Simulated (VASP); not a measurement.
# KF (P-6m2) in VASP: a series of runs

KF is run at these levels: PBE; tasks: single point, relaxation of cell and atoms.

Program: VASP 6.6.1. These are calculated values, not measurements. Logs are shortened: lines on timing, memory, paths and dates and some standing lists are left out, and cuts for length are marked.

### 1 The cell of the first run

It takes space group P-6m2 (No. 187, hexagonal). Conventional cell: a = 3.692 Å, b = 3.692 Å, c = 3.363 Å, α = 90.00°, β = 90.00°, γ = 120.00°. K (site symmetry -6m2) has 6 F at 2.71 Å and 8 K at 3.36 to 3.69 Å within 3.7 Å. F (site symmetry -6m2) has 6 K at 2.71 Å and 8 F at 3.36 to 3.69 Å within 3.7 Å.

The cell was built from a structure type or drawn by symmetry, and may not be a known phase.

### 2 Single point, PBE

The input, INCAR:

```
  ALGO = Normal
  EDIFF = 1E-6
  ENCUT = 520
  GGA = PE
  ISIF = 2
  ISMEAR = 0
  LASPH = True
  LCHARG = False
  LREAL = False
  LWAVE = False
  NBANDS = 15
  NELM = 100
  PREC = Accurate
  SIGMA = 0.02
```

The input, KPOINTS:

```
k-points
0
Gamma
  6 6 8
```

The input, POSCAR:

```
KF
1.0
    3.6920628231      0.0000000000      0.0000000000
   -1.8460314116      3.1974201972      0.0000000000
    0.0000000000      0.0000000000      3.3626540611
K F
1 1
Direct
    0.0000000000      0.0000000000      0.5000000000
    0.6666666667      0.3333333333      0.0000000000
```

Potentials or basis: VASP PAW PBE potentials, release 64 (K_sv, F).

Launch:

```sh
$ cat potpaw_PBE.64/K_sv/POTCAR potpaw_PBE.64/F/POTCAR > POTCAR
$ mpirun -np 1 vasp_std > vasp.out
```

OUTCAR:

```text
EDIFF = 1E-6
   ENCUT = 520
   GGA = PE
   ISIF = 2
   ISMEAR = 0
   LASPH = True
   LREAL = False
   NELM = 100
   PREC = Accurate

 ion  position               nearest neighbor table
   1  0.000  0.000  0.500-   2 2.71   2 2.71   2 2.71   2 2.71   2 2.71   2 2.71
   2  0.667  0.333  0.000-   1 2.71   1 2.71   1 2.71   1 2.71   1 2.71   1 2.71

  LATTYP: Found a hexagonal cell.
 ALAT       =     3.6920628231
 C/A-ratio  =     0.9107792099

  Lattice vectors:

 A1 = (   3.6920628231,   0.0000000000,   0.0000000000)
 A2 = (  -1.8460314116,   3.1974201972,   0.0000000000)
 A3 = (   0.0000000000,   0.0000000000,   3.3626540611)

Analysis of symmetry for initial positions (statically):
=====================================================================
 Subroutine PRICEL returns:
 Original cell was already a primitive cell.

 Routine SETGRP: Setting up the symmetry group for a
 hexagonal supercell.

 Subroutine GETGRP returns: Found 12 space group operations
 (whereof 12 operations were pure point group operations)
 out of a pool of 24 trial point group operations.

The static configuration has the point symmetry D_3h.

Analysis of symmetry for dynamics (positions and initial velocities):
=====================================================================
 Subroutine PRICEL returns:
 Original cell was already a primitive cell.

 Routine SETGRP: Setting up the symmetry group for a
 hexagonal supercell.

 Subroutine GETGRP returns: Found 12 space group operations
 (whereof 12 operations were pure point group operations)
 out of a pool of 24 trial point group operations.

The dynamic configuration has the point symmetry D_3h.

 Subroutine INISYM returns: Found 12 space group operations
 (whereof 12 operations are pure point group operations),
 and found     1 'primitive' translations

----------------------------------------------------------------------------------------

                                     Primitive cell

  volume of cell :      39.6964

  direct lattice vectors                    reciprocal lattice vectors
     3.692062823  0.000000000  0.000000000     0.270851296  0.156376069  0.000000000
    -1.846031412  3.197420197  0.000000000     0.000000000  0.312752137  0.000000000
     0.000000000  0.000000000  3.362654061     0.000000000  0.000000000  0.297384144

  length of vectors
     3.692062823  3.692062823  3.362654061     0.312752137  0.312752137  0.297384144

  position of ions in fractional coordinates (direct lattice)
     0.000000000  0.000000000  0.500000000
     0.666666667  0.333333333  0.000000000

  ion indices of the primitive-cell ions
   primitive index   ion index
                 1           1
                 2           2

----------------------------------------------------------------------------------------

 KPOINTS: k-points

Automatic generation of k-mesh.
 Grid dimensions read from file:
 generate k-points for:    6    6    8

 Generating k-lattice:

  Cartesian coordinates                     Fractional coordinates (reciprocal lattice)
     0.045141883  0.026062678  0.000000000     0.166666667  0.000000000  0.000000000
     0.000000000  0.052125356  0.000000000     0.000000000  0.166666667  0.000000000
     0.000000000  0.000000000  0.037173018     0.000000000  0.000000000  0.125000000

  Length of vectors
     0.052125356  0.052125356  0.037173018

  Shift w.r.t. Gamma in fractional coordinates (k-lattice)
     0.000000000  0.000000000  0.000000000

 Subroutine IBZKPT returns following result:
 ===========================================

 Found     35 irreducible k-points:

 Following reciprocal coordinates:
            Coordinates               Weight
  0.000000  0.000000  0.000000      1.000000
  0.166667 -0.000000  0.000000      6.000000
  0.333333 -0.000000  0.000000      6.000000
  0.500000  0.000000  0.000000      3.000000
  0.166667  0.166667  0.000000      6.000000
  0.333333  0.166667  0.000000     12.000000
[... 16 lines left out ...]
  0.166667 -0.000000  0.375000     12.000000
  0.333333 -0.000000  0.375000     12.000000
 [... further k-points ...]
   k-points           NKPTS =     35   k-points in BZ     NKDIM =     35   number of bands    NBANDS=     15
   number of dos      NEDOS =    301   number of ions     NIONS =      2
   total plane-waves  NPLWV =  21952
   dimension x,y,z NGX =    28 NGY =   28 NGZ =   28
   dimension x,y,z NGXF=    56 NGYF=   56 NGZF=   56
   ions per type =               1   1
   NGX,Y,Z   is equivalent  to a cutoff of  12.61, 12.61, 13.84 a.u.
   NGXF,Y,Z  is equivalent  to a cutoff of  25.22, 25.22, 27.69 a.u.
 SYSTEM =  unknown system
   PREC   = accura    normal or accurate (medium, high low for compatibility)
   ISTART =      0    job   : 0-new  1-cont  2-samecut
   ICHARG =      2    charge: 1-file 2-atom 10-const
   ISPIN  =      1    spin polarized calculation?
   LNONCOLLINEAR =      F non collinear calculations
   LSORBIT =      F    spin-orbit coupling
   LASPH  =      T    aspherical Exc in radial PAW
   ENCUT  =  520.0 eV  38.22 Ry    6.18 a.u.   6.86  6.86  6.25*2*pi/ulx,y,z
   NELM   =    100;   NELMIN=  2; NELMDL= -5     # of ELM steps
   EDIFF  = 0.1E-05   stopping-criterion for ELM
   LREAL  =      F    real-space projection
   EDIFFG = 0.1E-04   stopping-criterion for IOM
   NSW    =      0    number of steps for IOM
   IBRION =     -1    ionic relax: 0-MD 1-quasi-New 2-CG
   NFREE  =      0    steps in history (QN), initial steepest desc. (CG)
   ISIF   =      2    stress and relaxation
   ISYM   =      2    0-nonsym 1-usesym 2-fastsym
   POTIM  = 0.5000    time-step for ionic-motion
   TEBEG  =    0.0;   TEEND  =   0.0 temperature during run
   PSTRESS=    0.0 pullay stress
   NELECT =      16.0000    total number of electrons
   NUPDOWN=      -1.0000    fix difference up-down
   EMIN   =  10.00;   EMAX   =-10.00  energy-range for DOS
   EFERMI =   0.00;   METHOD = LEGACY
   ISMEAR =     0;   SIGMA  =   0.02  broadening in eV -4-tet -1-fermi 0-gaus
   EFERMI_NEDOS =   21; number of points for ismear=-14 and -15
   IALGO  =     38    algorithm
   IMIX   =      4    mixing-type and parameters
     AMIX     =   0.40;   BMIX     =  1.00
     AMIX_MAG =   1.60;   BMIX_MAG =  1.00
  volume/ion in A,a.u.               =      19.85       133.94
  Fermi-wavevector in a.u.,A,eV,Ry     =   1.209292  2.285230 19.896983  1.462387
  Thomas-Fermi vector in A             =   2.344874
   LORBIT       =      0    0 simple, 1 ext, 2 COOP (PROOUT), +10 PAW based schemes
   GGA     = PE    functional components
   LHFCALC =     F    Hartree Fock is set to
   AEXX    =    0.0000 exact exchange contribution
   IVDW    =     0    specifies the selected vdW correction
   LEPSILON=     F    determine dielectric tensor
   LRPA    =     F    only Hartree local field effects (RPA)
 non-spin polarized calculation
 Gauss-broadening in eV      SIGMA  =   0.02
  energy-cutoff  :      520.00
  volume of cell :       39.70
 maximum number of plane-waves:      1100
 NGX is ok and might be reduce to    28
   NGX = 13   NGY = 13   NGZ = 13

 number of electron      15.9999998 magnetization

 Free energy of the ion-electron system (eV)
  ---------------------------------------------------
  ext. energy  EPLUGINS =         0.00000000
  ---------------------------------------------------
  free energy    TOTEN  =        -8.17464494 eV

  energy without entropy =       -8.17464494  energy(sigma->0) =       -8.17464494

 E-fermi :  -2.5691     XC(G=0):  -8.2375

 val. band max:       -2.6762116476   @ k =   0.0000   0.0000   0.0000
 cond. band min:       2.9564572580   @ k =   0.0000   0.0000   0.0000
 fundamental gap:      5.6326689056
 Fermi energy:        -2.5691466831

 k-point     1 :       0.0000    0.0000    0.0000
  band No.  band energies     occupation
      1     -29.3245      2.00000
      2     -21.4515      2.00000
      3     -12.5916      2.00000
      4     -12.5916      2.00000
      5     -12.4631      2.00000
      6      -2.8965      2.00000
      7      -2.8965      2.00000
      8      -2.6762      2.00000
      9       2.9565      0.00000
     10       6.1007      0.00000
     11       8.5136      0.00000
     12       8.5136      0.00000
     13      10.9558      0.00000
     14      10.9558      0.00000
     15      14.6988      0.00000

 k-point     2 :       0.1667   -0.0000    0.0000
  band No.  band energies     occupation
      1     -29.3058      2.00000
      2     -21.4645      2.00000
      3     -12.6777      2.00000
      4     -12.6246      2.00000
      5     -12.4423      2.00000
      6      -3.0815      2.00000
      7      -2.8840      2.00000
      8      -2.7163      2.00000
      9       3.6445      0.00000
     10       6.3361      0.00000
     11       7.9140      0.00000
     12       8.9452      0.00000
     13      10.6500      0.00000
     14      10.8286      0.00000
     15      14.7205      0.00000

 k-point     3 :       0.3333   -0.0000    0.0000
  band No.  band energies     occupation
      1     -29.2680      2.00000
      2     -21.4898      2.00000
      3     -12.8472      2.00000
      4     -12.6896      2.00000
      5     -12.3999      2.00000
      6      -3.3670      2.00000
      7      -2.8618      2.00000
      8      -2.7960      2.00000
      9       4.9896      0.00000
     10       6.5770      0.00000
     11       7.5791      0.00000
     12      10.0732      0.00000
     13      10.0998      0.00000
     14      10.5915      0.00000
     15      13.4941      0.00000

 k-point     4 :       0.5000    0.0000    0.0000
  band No.  band energies     occupation
      1     -29.2490      2.00000
      2     -21.5026      2.00000
      3     -12.9308      2.00000
      4     -12.7215      2.00000
      5     -12.3785      2.00000
      6      -3.4800      2.00000
      7      -2.8520      2.00000
      8      -2.8356      2.00000
      9       5.3501      0.00000
     10       6.9303      0.00000
     11       7.8865      0.00000
     12       9.8490      0.00000
     13      10.4804      0.00000
     14      10.9304      0.00000
     15      12.5274      0.00000
[... 307 lines left out ...]
 k-point    22 :       0.0000    0.0000    0.3750
  band No.  band energies     occupation
      1     -29.2419      2.00000
      2     -21.5015      2.00000
      3     -12.8546      2.00000
      4     -12.5178      2.00000
      5     -12.5178      2.00000
      6      -3.5333      2.00000
      7      -2.8738      2.00000
      8      -2.8738      2.00000
      9       5.2097      0.00000
     10       7.4339      0.00000
     11       8.2487      0.00000
     12       8.2487      0.00000
     13       9.3008      0.00000
     14       9.3008      0.00000
     15      13.2074      0.00000

 k-point    23 :       0.1667   -0.0000    0.3750
  band No.  band energies     occupation
      1     -29.2273      2.00000
      2     -21.4855      2.00000
      3     -12.8855      2.00000
      4     -12.6379      2.00000
      5     -12.5447      2.00000
      6      -3.4475      2.00000
      7      -2.9428      2.00000
      8      -2.9131      2.00000
      9       5.4013      0.00000
     10       7.3411      0.00000
     11       8.2801      0.00000
     12       8.6957      0.00000
     13       9.4101      0.00000
     14       9.5577      0.00000
     15      13.5058      0.00000

 k-point    24 :       0.3333   -0.0000    0.3750
  band No.  band energies     occupation
      1     -29.1978      2.00000
      2     -21.4532      2.00000
      3     -12.9552      2.00000
      4     -12.8589      2.00000
      5     -12.5978      2.00000
      6      -3.3246      2.00000
      7      -3.0691      2.00000
      8      -2.9906      2.00000
      9       5.8113      0.00000
     10       7.0727      0.00000
     11       9.0258      0.00000
     12       9.3608      0.00000
     13      10.0677      0.00000
     14      10.1634      0.00000
     15      13.7255      0.00000

 [... further k-points ...]

------------------------ aborting loop because EDIFF is reached ----------------------------------------

  FORCE on cell =-STRESS in cart. coord.  units (eV):
  Direction    XX          YY          ZZ          XY          YZ          ZX
  --------------------------------------------------------------------------------------
  -------------------------------------------------------------------------------------
  Total        0.0003845      0.0003845      0.0062679     -0.0000000     -0.0000000      0.0000000
  in kB        0.0155189      0.0155189      0.2529761     -0.0000000     -0.0000000      0.0000000
  external PRESSURE =       0.0946713 kB  Pullay stress =       0.0000000 kB

 VOLUME and BASIS-vectors are now :
 -----------------------------------------------------------------------------
  energy-cutoff  :      520.00
  volume of cell :       39.70
      direct lattice vectors                 reciprocal lattice vectors
     3.692062823  0.000000000  0.000000000     0.270851296  0.156376069  0.000000000
    -1.846031412  3.197420197  0.000000000     0.000000000  0.312752137  0.000000000
     0.000000000  0.000000000  3.362654061     0.000000000  0.000000000  0.297384144

 POSITION                                       TOTAL-FORCE (eV/Angst)
 -----------------------------------------------------------------------------------
      0.00000      0.00000      1.68133         0.000000      0.000000      0.000000
      1.84603      1.06581      0.00000        -0.000000      0.000000      0.000000
 -----------------------------------------------------------------------------------
    total drift:                               -0.000002      0.000001      0.000000

  FREE ENERGIE OF THE ION-ELECTRON SYSTEM (eV)
  ---------------------------------------------------
  free  energy   TOTEN  =        -8.1746449415 eV

  energy  without entropy=       -8.1746449415  energy(sigma->0) =       -8.17464494
```

It took 11 s on 1 thread of AMD EPYC 9R45 (Zen 5), shared host; peak memory 0.13 GiB.

What came out:

* Free energy: -8.1746 eV
* Pressure: 0.0 GPa
* Band gap on the k mesh: 5.63 eV

Levels at points of the mesh, in eV from the valence-band top:
```tsv
k point	band 5	band 6	band 7	band 8	band 9	band 10	band 11	band 12
(0.00, 0.00, 0.00)	-9.79	-0.22	-0.22	0.00	5.63	8.78	11.19	11.19
(0.50, 0.00, 0.00)	-9.70	-0.80	-0.18	-0.16	8.03	9.61	10.56	12.53
(0.00, 0.00, 0.50)	-9.83	-0.98	-0.19	-0.19	8.56	9.92	10.96	10.96
(0.50, 0.00, 0.50)	-9.93	-0.60	-0.47	-0.38	9.04	9.17	12.03	13.27
```

A k mesh can miss the band edges.

### 3 Relaxation of cell and atoms, PBE

This run uses another cell than the first one, of 23.49 Å³/atom.

The input, INCAR:

```
PREC     = Accurate       # precision mode
ENCUT    = 600            # plane-wave cutoff, eV
EDIFF    = 1E-7           # SCF threshold, eV
ISMEAR   = 0              # smearing method
SIGMA    = 0.15           # smearing width, eV
LREAL    = F              # projectors in reciprocal space
LASPH    = T              # aspherical terms in the spheres
NELM     = 80             # most SCF steps
ALGO     = Normal         # electronic algorithm
ISIF     = 3              # what is computed and relaxed
LWAVE    = F              # write WAVECAR
LCHARG   = F              # write CHGCAR
GGA      = PE             # functional
IBRION   = 2              # ionic algorithm
NSW      = 36             # ionic steps
EDIFFG   = -0.08          # ionic threshold
```

The input, KPOINTS:

```
regular mesh
0
Gamma
  4 4 4
```

The input, POSCAR:

```
KF
1.0
    3.7965854900      0.0000000000      0.0000000000
   -1.8982927500      3.2879394800      0.0000000000
    0.0000000000      0.0000000000      3.7633049400
K F
1 1
Direct
    0.0000000000      0.0000000000      0.5000000000
    0.6666666700      0.3333333300      0.0000000000
```

Potentials or basis: VASP PAW PBE potentials, release 64 (K_sv, F).

Launch:

```sh
$ cat potpaw_PBE.64/K_sv/POTCAR potpaw_PBE.64/F/POTCAR > POTCAR
$ mpirun -np 1 vasp_std > vasp.out
```

Run time: 18 s. Hardware: 1 thread of AMD EPYC 9R45 (Zen 5), shared host; peak memory 0.15 GiB.

Results (log left out):

```
Free energy                           : -8.1863 eV
Relaxed volume                        : 19.83 Å³/atom
Relaxed cell                          : a = 3.697 Å, b = 3.697 Å, c = 3.350 Å, α = 90.00°, β = 90.00°, γ = 120.00°
Space group after relaxing (to 0.1 Å) : P-6m2 (No. 187)
Energy gained by relaxing             : 69.9 meV/atom
Ionic steps                           : 4
Pressure after relaxing               : 0.0 GPa
Band gap on the k mesh                : 5.63 eV
```

Stress tensor (GPa, compression positive):
```
-0.13  0.00  0.00
 0.00 -0.13  0.00
 0.00  0.00  0.28
```

The path:
```csv
step,energy change (eV),largest force (eV/Å),pressure (GPa),volume (Å³)
1,0.0000,0.0000,-3.50,46.98
2,-0.0960,0.0000,-2.35,43.55
3,-0.1369,0.0000,-0.78,40.70
4,-0.1397,0.0000,0.01,39.66
```

Final structure:
```cif
data_structure
_symmetry_space_group_name_H-M 'P 1'
_symmetry_Int_Tables_number 1
_cell_length_a 3.6973
_cell_length_b 3.6973
_cell_length_c 3.3499
_cell_angle_alpha 90.000
_cell_angle_beta 90.000
_cell_angle_gamma 120.000
_cell_volume 39.66
loop_
_atom_site_label
_atom_site_type_symbol
_atom_site_fract_x
_atom_site_fract_y
_atom_site_fract_z
_atom_site_occupancy
K1 K 0.00000 0.00000 0.50000 1
F1 F 0.66667 0.33333 0.00000 1
```

Levels at points of the mesh, in eV from the valence-band top:
```csv
k point,band 5,band 6,band 7,band 8,band 9,band 10,band 11,band 12
"(0.00, 0.00, 0.00)",-9.78,-0.24,-0.24,0.00,5.63,8.77,11.19,11.19
"(0.50, 0.00, 0.00)",-9.70,-0.81,-0.19,-0.16,8.02,9.58,10.57,12.56
"(0.00, 0.00, 0.50)",-9.83,-0.99,-0.21,-0.21,8.59,9.94,10.97,10.97
"(0.50, 0.00, 0.50)",-9.93,-0.62,-0.48,-0.40,9.06,9.16,12.01,13.31
```

Caveat: the k points lie up to 0.49 Å⁻¹ apart in the final cell; the volume moved by over 15 % at a fixed basis, so the end points are rough.

(Continued in part 2 of 2.)
